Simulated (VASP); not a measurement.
A run of VASP 6.6.1:

Contents of INCAR:

```
ALGO = Normal
EDIFF = 1E-7
ENCUT = 520
GGA = PE
ISIF = 2
ISMEAR = 0
ISPIN = 2
LASPH = True
LCHARG = True
LELF = True
LMAXMIX = 4
LORBIT = 11
LREAL = False
LVHAR = True
LWAVE = False
MAGMOM = 1 0 0 0 0 0 0
NBANDS = 31
NELM = 150
PREC = Accurate
SIGMA = 0.1
```

KPOINTS

```
k-points
0
Gamma
  3 3 6
```

POSCAR

```
ZrSi6
1.0
    7.2099580805      0.0000000000      0.0000000000
   -3.6049790403      6.2440068580      0.0000000000
    0.0000000000      0.0000000000      2.6923348942
Zr Si
1 6
Direct
    0.0000000000      0.0000000000      0.0000000000
    0.2185551019      0.7814448981      0.0000000000
    0.2185551019      0.4371102038      0.0000000000
    0.5628897962      0.7814448981      0.0000000000
    0.7814448981      0.2185551019      0.0000000000
    0.7814448981      0.5628897962      0.0000000000
    0.4371102038      0.2185551019      0.0000000000
```

Potentials or basis: VASP PAW PBE potentials, release 64 (Zr_sv, Si).

Command:

```sh
$ cat potpaw_PBE.64/Zr_sv/POTCAR potpaw_PBE.64/Si/POTCAR > POTCAR
$ mpirun -np 1 vasp_std > vasp.out
```

Hardware: 1 thread of AMD EPYC 7R43 64-Core Processor (Zen 3), on a shared host.

Estimate the wall time of this run.

Run time: 3.9 min on 1 thread of AMD EPYC 7R43 64-Core Processor (Zen 3) (shared host), peak memory 0.27 GiB. Counts: scf iterations 21, k points 12.
